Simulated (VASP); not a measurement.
The system is Au.

```
CELL_PARAMETERS angstrom
4.57611 0.00000 0.00000
-2.28805 3.96302 0.00000
0.00000 0.00000 2.80515
ATOMIC_POSITIONS crystal
Au 0.00000 0.00000 0.00000
Au 0.33333 0.66667 0.50000
Au 0.66667 0.33333 0.50000
```

| Property | Result |
| --- | --- |
| Program | VASP 6.6.1 |
| Task | relaxation of cell and atoms |
| Functional | BLYP |
| Potentials or basis | VASP PAW PBE potentials, release 64 (Au) |
| Cutoff | 600 eV |
| k mesh | 8 × 8 × 11 |
| Occupations | fermi-dirac, width 0.1 eV |
| Spin | no spin polarisation |

At the start: pressure 26.1 GPa; volume 16.96 Å³/atom.

How do energy, volume and symmetry change on relaxing?

Over 9 steps the energy falls by 207.2 meV/atom and the volume is 19.96 Å³/atom (+17.7 %); space group P6/mmm (No. 191, to 0.05 Å).

The path:
| step | energy change (eV) | largest force (eV/Å) | pressure (GPa) | volume (Å³) |
| --- | --- | --- | --- | --- |
| 1 | 0.0000 | 0.0000 | 26.09 | 50.87 |
| 2 | -0.0057 | 0.0000 | -10.79 | 74.02 |
| 3 | -0.6174 | 0.0000 | -0.75 | 60.36 |
| 4 | -0.6182 | 0.0000 | -0.29 | 60.07 |
| 5 | -0.6182 | 0.0000 | 0.03 | 59.88 |
| 6 | -0.6206 | 0.0000 | 0.09 | 59.82 |
| 7 | -0.6215 | 0.0000 | 0.18 | 59.76 |
| 8 | -0.6216 | 0.0000 | -0.16 | 59.97 |
| 9 | -0.6216 | 0.0000 | -0.01 | 59.88 |

Final structure:
```xyz
3
Lattice="4.8792 0.0000 0.0000 -2.4396 4.2255 0.0000 0.0000 0.0000 2.9043" Properties=species:S:1:pos:R:3 pbc="T T T"
Au    0.0000    0.0000    0.0000
Au    0.0000    2.8170    1.4522
Au    2.4396    1.4085    1.4522
```

Caveat: the volume moved by over 15 % at a fixed basis, so the end points are rough; the PAW data sets were made with another functional, which shifts forces and pressure a little.
